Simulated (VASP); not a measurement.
# Ge (Fd-3m) in VASP: notebook

Ge is run at these levels: PBE; tasks: relaxation of the atoms.

Program: VASP 6.6.1. These are calculated values, not measurements. Logs are shortened: lines on timing, memory, paths and dates and some standing lists are left out, and cuts for length are marked.

### Step 1. The cell of the first run

Symmetry: Fd-3m, No. 227, cubic system. The conventional cell has a = 5.542 Å, b = 5.542 Å, c = 5.542 Å, α = 90.00°, β = 90.00°, γ = 90.00°. Ge (site symmetry -43m) has 4 Ge at 2.40 Å within 3.2 Å.

### Step 2. Relaxation of the atoms, PBE (21.28 Å³/atom)

Input file INCAR:

```
ALGO = Normal ; EDIFF = 1E-6
EDIFFG = -0.02 ; ENCUT = 520
GGA = PE ; IBRION = 2
ISIF = 2 ; ISMEAR = -1
LASPH = True ; LCHARG = False
LREAL = False ; LWAVE = False
NELM = 80 ; NSW = 80
PREC = Accurate ; SIGMA = 0.05
```

Input file KPOINTS:

```
k-points
0
Gamma
  14 14 14
```

Input file POSCAR:

```
Ge
1.0
    0.0000000000      2.7709307361      2.7709307361
    2.7709307361      0.0000000000      2.7709307361
    2.7709307361      2.7709307361      0.0000000000
Ge
2
Direct
    0.0000000000      0.0000000000      0.0000000000
    0.2500000000      0.2500000000      0.2500000000
```

Potentials or basis: VASP PAW PBE potentials, release 64 (Ge_d).

Run with:

```sh
cat potpaw_PBE.64/Ge_d/POTCAR > POTCAR
mpirun -np 1 vasp_std > vasp.out
```

OUTCAR:

```text
EDIFF = 1E-6
   EDIFFG = -0.02
   ENCUT = 520
   GGA = PE
   IBRION = 2
   ISIF = 2
   ISMEAR = -1
   LASPH = True
   LREAL = False
   NELM = 80
   NSW = 80
   PREC = Accurate

 ion  position               nearest neighbor table
   1  0.000  0.000  0.000-   2 2.40   2 2.40   2 2.40   2 2.40
   2  0.250  0.250  0.250-   1 2.40   1 2.40   1 2.40   1 2.40

  LATTYP: Found a face centered cubic cell.
 ALAT       =     5.5418614722

  Lattice vectors:

 A1 = (   0.0000000000,   2.7709307361,   2.7709307361)
 A2 = (   2.7709307361,   0.0000000000,   2.7709307361)
 A3 = (   2.7709307361,   2.7709307361,   0.0000000000)

Analysis of symmetry for initial positions (statically):
=====================================================================
 Subroutine PRICEL returns:
 Original cell was already a primitive cell.

 Routine SETGRP: Setting up the symmetry group for a
 face centered cubic supercell.

 Subroutine GETGRP returns: Found 48 space group operations
 (whereof 24 operations were pure point group operations)
 out of a pool of 48 trial point group operations.

The static configuration has the point symmetry T_d .
 The point group associated with its full space group is O_h .

Analysis of symmetry for dynamics (positions and initial velocities):
=====================================================================
 Subroutine PRICEL returns:
 Original cell was already a primitive cell.

 Routine SETGRP: Setting up the symmetry group for a
 face centered cubic supercell.

 Subroutine GETGRP returns: Found 48 space group operations
 (whereof 24 operations were pure point group operations)
 out of a pool of 48 trial point group operations.

The dynamic configuration has the point symmetry T_d .
 The point group associated with its full space group is O_h .

 Subroutine INISYM returns: Found 48 space group operations
 (whereof 24 operations are pure point group operations),
 and found     1 'primitive' translations

----------------------------------------------------------------------------------------

                                     Primitive cell

  volume of cell :      42.5507

  direct lattice vectors                    reciprocal lattice vectors
     0.000000000  2.770930736  2.770930736    -0.180444785  0.180444785  0.180444785
     2.770930736  0.000000000  2.770930736     0.180444785 -0.180444785  0.180444785
     2.770930736  2.770930736  0.000000000     0.180444785  0.180444785 -0.180444785

  length of vectors
[... 83 lines left out ...]
   LREAL  =      F    real-space projection
   EDIFFG = -.2E-01   stopping-criterion for IOM
   NSW    =     80    number of steps for IOM
   IBRION =      2    ionic relax: 0-MD 1-quasi-New 2-CG
   NFREE  =      1    steps in history (QN), initial steepest desc. (CG)
   ISIF   =      2    stress and relaxation
   ISYM   =      2    0-nonsym 1-usesym 2-fastsym
   POTIM  = 0.5000    time-step for ionic-motion
   TEBEG  =    0.0;   TEEND  =   0.0 temperature during run
   PSTRESS=    0.0 pullay stress
   NELECT =      28.0000    total number of electrons
   NUPDOWN=      -1.0000    fix difference up-down
   EMIN   =  10.00;   EMAX   =-10.00  energy-range for DOS
   EFERMI =   0.00;   METHOD = LEGACY
   ISMEAR =    -1;   SIGMA  =   0.05  broadening in eV -4-tet -1-fermi 0-gaus
   EFERMI_NEDOS =   21; number of points for ismear=-14 and -15
   IALGO  =     38    algorithm
   IMIX   =      4    mixing-type and parameters
     AMIX     =   0.40;   BMIX     =  1.00
     AMIX_MAG =   1.60;   BMIX_MAG =  1.00
  volume/ion in A,a.u.               =      21.28       143.57
  Fermi-wavevector in a.u.,A,eV,Ry     =   1.423940  2.690857 27.587261  2.027607
  Thomas-Fermi vector in A             =   2.544485
   LORBIT       =      0    0 simple, 1 ext, 2 COOP (PROOUT), +10 PAW based schemes
   GGA     = PE    functional components
   LHFCALC =     F    Hartree Fock is set to
   AEXX    =    0.0000 exact exchange contribution
   IVDW    =     0    specifies the selected vdW correction
   LEPSILON=     F    determine dielectric tensor
   LRPA    =     F    only Hartree local field effects (RPA)
 conjugate gradient relaxation of ions
 non-spin polarized calculation
  energy-cutoff  :      520.00
  volume of cell :       42.55
 maximum number of plane-waves:      1164
 NGX is ok and might be reduce to    30
   NGX = 15   NGY = 15   NGZ = 15

 number of electron      27.9999991 magnetization

 Free energy of the ion-electron system (eV)
  ---------------------------------------------------
  ext. energy  EPLUGINS =         0.00000000
  ---------------------------------------------------
  free energy    TOTEN  =        -8.90418489 eV

  energy without entropy =       -8.90412416  energy(sigma->0) =       -8.90415453

 E-fermi :   5.7956     XC(G=0): -10.2236

 val. band max:        5.6191439607   @ k =   0.0000   0.0000   0.0000
 cond. band min:       6.0011125207   @ k =   0.5000   0.0000   0.0000
 fundamental gap:      0.3819685600
 Fermi energy:         5.7955698551

 k-point     1 :       0.0000    0.0000    0.0000
  band No.  band energies     occupation
      1     -19.2957      2.00000
      2     -19.2957      2.00000
      3     -19.2957      2.00000
      4     -19.2544      2.00000
      5     -19.2544      2.00000
      6     -19.0079      2.00000
[... 481 lines left out ...]
      5     -19.1925      2.00000
      6     -19.0826      2.00000
[... 10 lines left out ...]
     17      10.6441      0.00000
     18      10.6956      0.00000

 [... further k-points ...]

------------------------ aborting loop because EDIFF is reached ----------------------------------------

  FORCE on cell =-STRESS in cart. coord.  units (eV):
  Direction    XX          YY          ZZ          XY          YZ          ZX
  --------------------------------------------------------------------------------------
  -------------------------------------------------------------------------------------
  Total        2.3943272      2.3943272      2.3943272      0.0000000      0.0000000     -0.0000000
  in kB       90.1544316     90.1544316     90.1544316      0.0000000      0.0000000     -0.0000000
  external PRESSURE =      90.1544316 kB  Pullay stress =       0.0000000 kB

 VOLUME and BASIS-vectors are now :
 -----------------------------------------------------------------------------
  energy-cutoff  :      520.00
  volume of cell :       42.55
      direct lattice vectors                 reciprocal lattice vectors
     0.000000000  2.770930736  2.770930736    -0.180444785  0.180444785  0.180444785
     2.770930736  0.000000000  2.770930736     0.180444785 -0.180444785  0.180444785
     2.770930736  2.770930736  0.000000000     0.180444785  0.180444785 -0.180444785

 POSITION                                       TOTAL-FORCE (eV/Angst)
 -----------------------------------------------------------------------------------
      0.00000      0.00000      0.00000         0.000000      0.000000      0.000000
      1.38547      1.38547      1.38547        -0.000000     -0.000000     -0.000000
 -----------------------------------------------------------------------------------
    total drift:                                0.000000     -0.000000      0.000000

  FREE ENERGIE OF THE ION-ELECTRON SYSTEM (eV)
  ---------------------------------------------------
  free  energy   TOTEN  =        -8.9041848948 eV

  energy  without entropy=       -8.9041241561  energy(sigma->0) =       -8.90415453

 reached required accuracy - stopping structural energy minimisation
```

It took 100 s on 1 thread of Intel Xeon 8259CL, shared host; peak memory 0.21 GiB.

What came out:

```yaml
Free_energy: -8.9042 eV
Pressure_after_relaxing: 9.0 GPa
Band_gap_on_the_k_mesh: 0.38 eV (least direct gap 0.62 eV)
```

Final structure:
```
CELL_PARAMETERS angstrom
0.00000 2.77093 2.77093
2.77093 0.00000 2.77093
2.77093 2.77093 0.00000
ATOMIC_POSITIONS crystal
Ge 0.00000 0.00000 0.00000
Ge 0.25000 0.25000 0.25000
```

Caveat: the relaxation stopped at its first step, so nothing moved. A k mesh can miss the band edges.

### Step 3. Relaxation of the atoms, PBE (23.99 Å³/atom)

This run uses another cell than the first one, of 23.99 Å³/atom.

Input file INCAR:

```
PREC = Accurate ; ENCUT = 520
EDIFF = 1E-6 ; ISMEAR = -1
SIGMA = 0.05 ; LREAL = F
LASPH = T ; NELM = 100
ALGO = Normal ; ISIF = 2
LWAVE = F ; LCHARG = F
GGA = PE ; IBRION = 2
NSW = 80 ; EDIFFG = -0.02
```

Input file KPOINTS:

```
Automatic mesh
0
Gamma
  14 14 14
```

Input file POSCAR:

```
Ge
1.0
    0.0000000000      2.8841533005      2.8841533005
    2.8841533005      0.0000000000      2.8841533005
    2.8841533005      2.8841533005      0.0000000000
Ge
2
Direct
    0.0000000000      0.0000000000      0.0000000000
    0.2500000000      0.2500000000      0.2500000000
```

Potentials or basis: VASP PAW PBE potentials, release 64 (Ge_d).

Run with:

```sh
cat potpaw_PBE.64/Ge_d/POTCAR > POTCAR
mpirun -np 1 vasp_std > vasp.out
```

Wall time 2 min (1 thread of Intel Xeon 8259CL, shared host); peak memory 0.21 GiB.

Results (log left out):

- Free energy: -9.0369 eV
- Pressure after relaxing: -0.3 GPa
- Band gap on the k mesh: zero (filled and empty bands touch)

Final structure:
```xyz
2
Lattice="0.0000 2.8842 2.8842 2.8842 0.0000 2.8842 2.8842 2.8842 0.0000" Properties=species:S:1:pos:R:3 pbc="T T T"
Ge    0.0000    0.0000    0.0000
Ge    1.4421    1.4421    1.4421
```

Levels at points of the mesh, in eV from the Fermi level:
```csv
k point,band 12,band 13,band 14,band 15,band 16,band 17
"(0.00, 0.00, 0.00)",-0.48,0.01,0.01,0.01,2.53,2.53
"(0.50, 0.00, 0.00)",-7.34,-1.31,-1.31,0.02,3.72,3.72
"(0.50, 0.50, 0.00)",-8.67,-2.87,-2.87,0.83,0.83,9.05
```

Caveat: the relaxation stopped at its first step, so nothing moved; semilocal functionals underestimate gaps, and a narrow one can read as zero.

### Step 4. Relaxation of the atoms, PBE (23.54 Å³/atom)

This run uses another cell than the first one, of 23.54 Å³/atom.

Input file INCAR:

```
PREC = Accurate
ENCUT = 520
EDIFF = 1E-7
ISMEAR = -1
SIGMA = 0.05
LREAL = F
LASPH = T
NELM = 60
ALGO = Normal
ISIF = 2
LWAVE = F
LCHARG = F
GGA = PE
IBRION = 2
NSW = 80
EDIFFG = -0.02
```

KPOINTS is that of step 3.

Input file POSCAR:

```
Ge
1.0
    0.0000000000      2.8658986766      2.8658986766
    2.8658986766      0.0000000000      2.8658986766
    2.8658986766      2.8658986766      0.0000000000
Ge
2
Direct
    0.0000000000      0.0000000000      0.0000000000
    0.2500000000      0.2500000000      0.2500000000
```

Potentials or basis: VASP PAW PBE potentials, release 64 (Ge_d).

Run with:

```sh
cat potpaw_PBE.64/Ge_d/POTCAR > POTCAR
mpirun -np 1 vasp_std > vasp.out
```

OUTCAR:

```text
PREC = Accurate
   ENCUT = 520
   EDIFF = 1E-7
   ISMEAR = -1
   LREAL = F
   LASPH = T
   NELM = 60
   ISIF = 2
   GGA = PE
   IBRION = 2
   NSW = 80
   EDIFFG = -0.02

 ion  position               nearest neighbor table
   1  0.000  0.000  0.000-   2 2.48   2 2.48   2 2.48   2 2.48
   2  0.250  0.250  0.250-   1 2.48   1 2.48   1 2.48   1 2.48

  LATTYP: Found a face centered cubic cell.
 ALAT       =     5.7317973532

[... 696 lines left out ...]

  FORCE on cell =-STRESS in cart. coord.  units (eV):
  Direction    XX          YY          ZZ          XY          YZ          ZX
  --------------------------------------------------------------------------------------
  -------------------------------------------------------------------------------------
  Total        0.2516614      0.2516614      0.2516614      0.0000000      0.0000000     -0.0000000
  in kB        8.5647518      8.5647518      8.5647518      0.0000000      0.0000000     -0.0000000
  external PRESSURE =       8.5647518 kB  Pullay stress =       0.0000000 kB

 VOLUME and BASIS-vectors are now :
 -----------------------------------------------------------------------------
  energy-cutoff  :      520.00
  volume of cell :       47.08
      direct lattice vectors                 reciprocal lattice vectors
     0.000000000  2.865898677  2.865898677    -0.174465345  0.174465345  0.174465345
     2.865898677  0.000000000  2.865898677     0.174465345 -0.174465345  0.174465345
     2.865898677  2.865898677  0.000000000     0.174465345  0.174465345 -0.174465345

 POSITION                                       TOTAL-FORCE (eV/Angst)
 -----------------------------------------------------------------------------------
      0.00000      0.00000      0.00000         0.000000      0.000000      0.000000
      1.43295      1.43295      1.43295        -0.000000     -0.000000     -0.000000
 -----------------------------------------------------------------------------------
    total drift:                                0.000000     -0.000000      0.000000

  FREE ENERGIE OF THE ION-ELECTRON SYSTEM (eV)
  ---------------------------------------------------
  free  energy   TOTEN  =        -9.0349213686 eV

  energy  without entropy=       -9.0343702342  energy(sigma->0) =       -9.03464580

 reached required accuracy - stopping structural energy minimisation
```

OSZICAR:

```text
N       E                     dE             d eps       ncg     rms          rms(c)
DAV:   1     0.160034027174E+03    0.16003E+03   -0.15465E+04  3820   0.418E+03
DAV:   2     0.111562579423E+02   -0.14888E+03   -0.14654E+03  3760   0.524E+02
DAV:   3    -0.849302170179E+01   -0.19649E+02   -0.19488E+02  4100   0.146E+02
DAV:   4    -0.909991096048E+01   -0.60689E+00   -0.60539E+00  4290   0.294E+01
DAV:   5    -0.911042239947E+01   -0.10511E-01   -0.10510E-01  4194   0.397E+00    0.303E+00
DAV:   6    -0.905988752609E+01    0.50535E-01   -0.22146E-02  4044   0.171E+00    0.180E+00
DAV:   7    -0.903311870420E+01    0.26769E-01   -0.50309E-02  3948   0.225E+00    0.145E-01
DAV:   8    -0.903477399166E+01   -0.16553E-02   -0.60700E-03  4158   0.114E+00    0.414E-02
DAV:   9    -0.903489709111E+01   -0.12310E-03   -0.26769E-04  4418   0.271E-01    0.162E-02
DAV:  10    -0.903491971879E+01   -0.22628E-04   -0.58228E-05  4282   0.911E-02    0.547E-03
DAV:  11    -0.903492143054E+01   -0.17117E-05   -0.71256E-06  4860   0.523E-02    0.119E-03
DAV:  12    -0.903492136865E+01    0.61887E-07   -0.31792E-07  3854   0.117E-02
   1 F= -.90349214E+01 E0= -.90346458E+01  d E =-.903492E+01
```

Wall time 40 s (1 thread of Intel Xeon Platinum 8488C (Sapphire Rapids), shared host); peak memory 0.21 GiB.

Results:

```
Free energy             : -9.0349 eV
Pressure after relaxing : 0.9 GPa
Band gap on the k mesh  : zero (filled and empty bands touch)
```

Final structure:
```cif
data_structure
_symmetry_space_group_name_H-M 'P 1'
_symmetry_Int_Tables_number 1
_cell_length_a 4.0530
_cell_length_b 4.0530
_cell_length_c 4.0530
_cell_angle_alpha 60.000
_cell_angle_beta 60.000
_cell_angle_gamma 60.000
_cell_volume 47.08
loop_
_atom_site_label
_atom_site_type_symbol
_atom_site_fract_x
_atom_site_fract_y
_atom_site_fract_z
_atom_site_occupancy
Ge1 Ge 0.00000 0.00000 0.00000 1
Ge2 Ge 0.25000 0.25000 0.25000 1
```

Levels at points of the mesh, in eV from the Fermi level:
```csv
k point,band 11,band 12,band 13,band 14,band 15,band 16,band 17,band 18
"(0.00, 0.00, 0.00)",-12.50,-0.33,-0.02,-0.02,-0.02,2.52,2.52,2.52
"(0.50, 0.00, 0.00)",-10.50,-7.44,-1.36,-1.36,0.05,3.71,3.71,7.10
"(0.50, 0.50, 0.00)",-8.76,-8.76,-2.95,-2.95,0.79,0.79,9.18,9.18
```

Caveat: the relaxation stopped at its first step, so nothing moved; semilocal functionals underestimate gaps, and a narrow one can read as zero.

### Step 5. Summary

| cell | gap on the mesh (eV) | pressure (GPa) |
| --- | --- | --- |
| atoms relaxed from a = 3.919 Å, angles 60.0°, 2 atoms | 0.38 | 9.0 |
| atoms relaxed from a = 4.079 Å, angles 60.0°, 2 atoms | none | -0.3 |
| atoms relaxed from a = 4.053 Å, angles 60.0°, 2 atoms | none | 0.9 |

Alike in all rows: task relaxation of the atoms; level PBE; potentials or basis VASP PAW PBE potentials, release 64 (Ge_d); no spin polarisation; k mesh 14 × 14 × 14; cutoff (eV) 520; smearing fermi-dirac 0.05 eV.

Caveats: the relaxation stopped at its first step, so nothing moved; semilocal functionals underestimate gaps, and a narrow one can read as zero (at least some runs).

Absolute energies hang on the potentials; compare differences alone.

The gap in the log of VASP goes by the Fermi energy; the results here count the filled bands.